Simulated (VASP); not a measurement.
# KF (P4/mmm) in VASP: a series of runs, part 2 of 2

VASP 6.6.1. Earlier steps stand in the parts before.

## 4. Single point, PBE

This run uses another cell than the first one, of the same volume but with other edges.

INCAR

```
  PREC = Accurate
  ENCUT = 520
  EDIFF = 1E-7
  ISMEAR = 0
  SIGMA = 0.05
  LREAL = False
  LASPH = True
  NELM = 80
  ALGO = Normal
  ISIF = 2
  LWAVE = False
  LCHARG = False
  GGA = PE
  NBANDS = 15
```

KPOINTS

```
regular mesh
0
Gamma
  8 8 8
```

POSCAR

```
KF
1.0
    3.7621887305      0.0000000000      0.0000000000
    0.0000000000      3.7621887305      0.0000000000
    0.0000000000      0.0000000000      2.4454226748
K F
1 1
Direct
    0.0000000000      0.0000000000      0.0000000000
    0.5000000000      0.5000000000      0.5000000000
```

Potentials or basis: VASP PAW PBE potentials, release 64 (K_sv, F).

Started as:

```console
$ cat potpaw_PBE.64/K_sv/POTCAR potpaw_PBE.64/F/POTCAR > POTCAR
$ mpirun -np 1 vasp_std > vasp.out
```

OUTCAR:

```text
PREC = Accurate
   ENCUT = 520
   EDIFF = 1E-7
   ISMEAR = 0
   LREAL = False
   LASPH = True
   NELM = 80
   ISIF = 2
   GGA = PE

 ion  position               nearest neighbor table
   1  0.000  0.000  0.000-
   2  0.500  0.500  0.500-

  LATTYP: Found a simple tetragonal cell.
 ALAT       =     3.7621887305
 C/A-ratio  =     0.6500000000

  Lattice vectors:

 A1 = (   3.7621887305,   0.0000000000,   0.0000000000)
 A2 = (   0.0000000000,   3.7621887305,   0.0000000000)
 A3 = (   0.0000000000,   0.0000000000,   2.4454226748)

Analysis of symmetry for initial positions (statically):
=====================================================================
 Subroutine PRICEL returns:
 Original cell was already a primitive cell.

 Routine SETGRP: Setting up the symmetry group for a
 simple tetragonal supercell.

 Subroutine GETGRP returns: Found 16 space group operations
 (whereof 16 operations were pure point group operations)
 out of a pool of 16 trial point group operations.

The static configuration has the point symmetry D_4h.

Analysis of symmetry for dynamics (positions and initial velocities):
=====================================================================
 Subroutine PRICEL returns:
 Original cell was already a primitive cell.

 Routine SETGRP: Setting up the symmetry group for a
 simple tetragonal supercell.

 Subroutine GETGRP returns: Found 16 space group operations
 (whereof 16 operations were pure point group operations)
 out of a pool of 16 trial point group operations.

The dynamic configuration has the point symmetry D_4h.

 Subroutine INISYM returns: Found 16 space group operations
 (whereof 16 operations are pure point group operations),
 and found     1 'primitive' translations

----------------------------------------------------------------------------------------

                                     Primitive cell
[... 114 lines left out ...]
  Thomas-Fermi vector in A             =   2.399047
   LORBIT       =      0    0 simple, 1 ext, 2 COOP (PROOUT), +10 PAW based schemes
   GGA     = PE    functional components
   LHFCALC =     F    Hartree Fock is set to
   AEXX    =    0.0000 exact exchange contribution
   IVDW    =     0    specifies the selected vdW correction
   LEPSILON=     F    determine dielectric tensor
   LRPA    =     F    only Hartree local field effects (RPA)
 non-spin polarized calculation
 Gauss-broadening in eV      SIGMA  =   0.05
  energy-cutoff  :      520.00
  volume of cell :       34.61
 maximum number of plane-waves:       950
 NGX is ok and might be reduce to    28

 number of electron      15.9999990 magnetization

 Free energy of the ion-electron system (eV)
  ---------------------------------------------------
  ext. energy  EPLUGINS =         0.00000000
  ---------------------------------------------------
  free energy    TOTEN  =        -6.64759720 eV

  energy without entropy =       -6.64759720  energy(sigma->0) =       -6.64759720

 E-fermi :   0.6442     XC(G=0):  -8.9794

 val. band max:        0.2953523913   @ k =   0.5000   0.5000   0.0000
 cond. band min:       3.9377267592   @ k =   0.0000   0.0000   0.0000
 fundamental gap:      3.6423743679
 Fermi energy:         0.6441742655

 k-point     1 :       0.0000    0.0000    0.0000
  band No.  band energies     occupation
      1     -30.4988      2.00000
      2     -20.3720      2.00000
      3     -13.4804      2.00000
      4     -13.4804      2.00000
      5     -11.0851      2.00000
      6      -1.9404      2.00000
      7      -1.9404      2.00000
      8       0.2838      2.00000
      9       3.9377      0.00000
     10       4.9832      0.00000
     11       5.9817      0.00000
     12       8.9937      0.00000
     13      13.7381      0.00000
     14      13.7381      0.00000
[... 401 lines left out ...]
      2     -20.3177      2.00000
      3     -13.5296      2.00000
      4     -13.3654      2.00000
      5     -11.9392      2.00000
      6      -2.5485      2.00000
      7      -2.1059      2.00000
      8      -0.2229      2.00000
      9       6.7099      0.00000
     10       7.4857      0.00000
     11       7.5528      0.00000
     12       9.2455      0.00000
     13      11.1079      0.00000
     14      11.4216      0.00000
     15      12.6092      0.00000

 [... further k-points ...]
[... 5 lines left out ...]
  --------------------------------------------------------------------------------------
  -------------------------------------------------------------------------------------
  Total       -2.7611079     -2.7611079      9.7360859      0.0000000      0.0000000      0.0000000
  in kB     -127.8082467   -127.8082467    450.6712842      0.0000000      0.0000000      0.0000000
  external PRESSURE =      65.0182636 kB  Pullay stress =       0.0000000 kB

 VOLUME and BASIS-vectors are now :
 -----------------------------------------------------------------------------
  energy-cutoff  :      520.00
  volume of cell :       34.61
      direct lattice vectors                 reciprocal lattice vectors
     3.762188731  0.000000000  0.000000000     0.265802721  0.000000000  0.000000000
     0.000000000  3.762188731  0.000000000     0.000000000  0.265802721  0.000000000
     0.000000000  0.000000000  2.445422675     0.000000000  0.000000000  0.408927262

 POSITION                                       TOTAL-FORCE (eV/Angst)
 -----------------------------------------------------------------------------------
      0.00000      0.00000      0.00000         0.000000      0.000000      0.000000
      1.88109      1.88109      1.22271         0.000000      0.000000      0.000000
 -----------------------------------------------------------------------------------
    total drift:                                0.000000      0.000000      0.000000

  FREE ENERGIE OF THE ION-ELECTRON SYSTEM (eV)
  ---------------------------------------------------
  free  energy   TOTEN  =        -6.6475972035 eV

  energy  without entropy=       -6.6475972035  energy(sigma->0) =       -6.64759720
```

OSZICAR:

```text
N       E                     dE             d eps       ncg     rms          rms(c)
DAV:   1     0.113445119705E+03    0.11345E+03   -0.84397E+03  2258   0.106E+03
DAV:   2    -0.357021388252E+01   -0.11702E+03   -0.10755E+03  2959   0.287E+02
DAV:   3    -0.792524050143E+01   -0.43550E+01   -0.43375E+01  2767   0.495E+01
DAV:   4    -0.804137016556E+01   -0.11613E+00   -0.11611E+00  3100   0.758E+00
DAV:   5    -0.804249092935E+01   -0.11208E-02   -0.11208E-02  2851   0.692E-01    0.667E+00
DAV:   6    -0.676356391613E+01    0.12789E+01   -0.31170E+00  2537   0.125E+01    0.431E+00
DAV:   7    -0.668728408176E+01    0.76280E-01   -0.65185E-02  2817   0.218E+00    0.240E+00
DAV:   8    -0.664627934130E+01    0.41005E-01   -0.66944E-02  2670   0.244E+00    0.323E-01
DAV:   9    -0.664720000292E+01   -0.92066E-03   -0.35039E-03  2613   0.543E-01    0.140E-01
DAV:  10    -0.664755777604E+01   -0.35777E-03   -0.45872E-04  2563   0.211E-01    0.771E-02
DAV:  11    -0.664759917791E+01   -0.41402E-04   -0.63506E-05  2631   0.764E-02    0.322E-02
DAV:  12    -0.664759691780E+01    0.22601E-05   -0.11193E-05  2782   0.324E-02    0.528E-03
DAV:  13    -0.664759741539E+01   -0.49759E-06   -0.16194E-06  2494   0.105E-02    0.227E-03
DAV:  14    -0.664759721012E+01    0.20527E-06   -0.23347E-07  2817   0.429E-03    0.773E-04
DAV:  15    -0.664759720354E+01    0.65795E-08   -0.13534E-08  1426   0.103E-03
   1 F= -.66475972E+01 E0= -.66475972E+01  d E =-.236668E-24
```

It took 42 s on 1 thread of Intel Xeon Platinum 8259CL at 2.50GHz (Skylake/Cascade Lake), shared host; peak memory 0.16 GiB.

Results:

| Property | Result |
| --- | --- |
| Free energy | -6.6476 eV |
| Pressure | 6.5 GPa |
| Band gap on the k mesh | 3.64 eV, indirect (least direct gap 3.65 eV) |

Levels at points of the mesh, in eV from the valence-band top:
| k point | band 5 | band 6 | band 7 | band 8 | band 9 | band 10 | band 11 | band 12 |
| --- | --- | --- | --- | --- | --- | --- | --- | --- |
| (0.00, 0.00, 0.00) | -11.38 | -2.24 | -2.24 | -0.01 | 3.64 | 4.69 | 5.69 | 8.70 |
| (0.50, 0.00, 0.00) | -11.37 | -3.08 | -2.50 | -0.02 | 5.77 | 6.04 | 7.36 | 8.92 |
| (0.50, 0.50, 0.00) | -11.36 | -2.53 | -2.53 | 0.00 | 5.83 | 6.70 | 9.58 | 9.58 |
| (0.00, 0.00, 0.50) | -12.89 | -3.20 | -1.80 | -1.80 | 6.28 | 6.28 | 8.15 | 8.88 |
| (0.50, 0.00, 0.50) | -12.87 | -2.95 | -1.91 | -1.67 | 4.39 | 5.86 | 7.75 | 9.59 |
| (0.50, 0.50, 0.50) | -13.06 | -3.09 | -2.23 | -2.23 | 5.50 | 5.50 | 9.82 | 11.42 |

 A k mesh can miss the band edges.

## 5. Single point, PBE

This run uses another cell than the first one, of the same volume but with other edges.

INCAR

```
PREC = Accurate
ENCUT = 520
EDIFF = 1E-6
ISMEAR = 0
SIGMA = 0.05
LREAL = F
LASPH = T
NELM = 100
ALGO = Normal
ISIF = 2
LWAVE = F
LCHARG = T
GGA = PE
LELF = T
LVHAR = T
NBANDS = 15
```

KPOINTS is that of step 4.

POSCAR

```
KF
1.0
    2.8469594235      0.0000000000      0.0000000000
    0.0000000000      2.8469594235      0.0000000000
    0.0000000000      0.0000000000      4.2704391352
K F
1 1
Direct
    0.0000000000      0.0000000000      0.0000000000
    0.5000000000      0.5000000000      0.5000000000
```

Started as:

```console
$ cat potpaw_PBE.64/K_sv/POTCAR potpaw_PBE.64/F/POTCAR > POTCAR
$ mpirun -np 1 vasp_std > vasp.out
```

It took 41 s on 1 thread of Intel Xeon Platinum 8259CL at 2.50GHz (Skylake/Cascade Lake), shared host; peak memory 0.17 GiB.

The run converged. Its results:

```
Free energy            : -6.9585 eV
Pressure               : 0.9 GPa
Band gap on the k mesh : 3.80 eV, indirect (least direct gap 3.95 eV)
```

Stress tensor (GPa, compression positive):
```
 15.19   0.00   0.00
  0.00  15.19   0.00
  0.00   0.00 -27.57
```

Levels at points of the mesh, in eV from the valence-band top:
```
           k point  band 5  band 6  band 7  band 8  band 9  band 10  band 11  band 12
(0.00, 0.00, 0.00)  -12.22   -1.49   -0.15   -0.15    3.80     5.79     6.81    11.68
(0.50, 0.00, 0.00)  -12.00   -2.05   -1.66   -0.02    6.65     8.01     9.30     9.64
(0.50, 0.50, 0.00)  -12.26   -1.40   -1.40   -1.13    3.84     7.76     7.76     9.20
(0.00, 0.00, 0.50)  -12.21   -2.16   -0.20   -0.20    5.11     5.87     8.77    10.59
(0.50, 0.00, 0.50)  -12.00   -1.72   -1.37    0.00    6.40     6.42     9.78    10.57
(0.50, 0.50, 0.50)  -12.31   -1.63   -1.63   -1.60    4.93     8.48     8.48    11.80
```

 A k mesh can miss the band edges.

## 6. Summary

| cell | gap on the mesh (eV) | pressure (GPa) |
| --- | --- | --- |
| a = 2.986, b = 2.986, c = 3.882 Å, 2 atoms | 5.14 | 0.2 |
| a = 3.351, b = 3.351, c = 3.083 Å, 2 atoms | 6.01 | 0.0 |
| a = 3.762, b = 3.762, c = 2.445 Å, 2 atoms | 3.64 | 6.5 |
| a = 2.847, b = 2.847, c = 4.270 Å, 2 atoms | 3.80 | 0.9 |

Alike in all rows: task single point; level PBE; potentials or basis VASP PAW PBE potentials, release 64 (K_sv, F); no spin polarisation; k mesh 8 × 8 × 8; cutoff (eV) 520; smearing gaussian 0.05 eV.

Total energies depend on the potentials used, so only differences within one code and one set of settings carry meaning.
